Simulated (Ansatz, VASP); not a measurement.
One calculation of BeS, two programs

INCAR

```
ALGO = Normal
EDIFF = 1E-6
ENCUT = 600
GGA = PE
GGA_COMPAT = F
ISIF = 2
ISMEAR = 0
IVDW = 13
LASPH = T
LCHARG = F
LREAL = F
LWAVE = F
NBANDS = 11
NELM = 120
PREC = Accurate
SIGMA = 0.05
```

Contents of KPOINTS:

```
k-points
0
Gamma
  8 8 8
```

POSCAR

```
BeS
1.0
    0.0000000000      2.4138781035      2.4138781035
    2.4138781035      0.0000000000      2.4138781035
    2.4138781035      2.4138781035      0.0000000000
Be S
1 1
Direct
    0.0000000000      0.0000000000      0.0000000000
    0.7500000000      0.7500000000      0.7500000000
```

Input for Ansatz:

```yaml
crystal:
  lattice:
    - [0.0, 2.4138781035, 2.4138781035]
    - [2.4138781035, 0.0, 2.4138781035]
    - [2.4138781035, 2.4138781035, 0.0]
  atoms:
    - { symbol: Be, position: [0.0, 0.0, 0.0] }
    - { symbol: S, position: [0.75, 0.75, 0.75] }
basis:
  ecutwfc: 420
  ecutrho_ratio: 4
kpoints:
  mp_grid: { grid: [8, 8, 8] }
hamiltonian:
  xc: pbe
  dispersion: d4
scf:
  occupations: { method: gaussian, width: 0.05 }
output:
  forces: true
  stress: true
  eigenvalues: true
```

Alike in both runs: task single point; functional PBE; dispersion D4; k mesh 8 × 8 × 8; occupations gaussian, width 0.05 eV; no spin polarisation.

|  | VASP | Ansatz |
| --- | --- | --- |
| version | VASP 6.6.1 | Ansatz 0.2.0 |
| potentials or method | VASP PAW PBE potentials, release 64 (Be, S), cutoff 600 eV | scalar-relativistic, plane waves, PAW |
| valence electrons in the cell | 8 | 8 |

```csv
,VASP,Ansatz,Ansatz less VASP
gap on the k mesh at the Fermi level (eV),3.08,3.08,-0.001
least direct gap on the mesh (eV),5.66,5.65,-0.018
pressure (GPa),0.0,0.0,-0.04
```
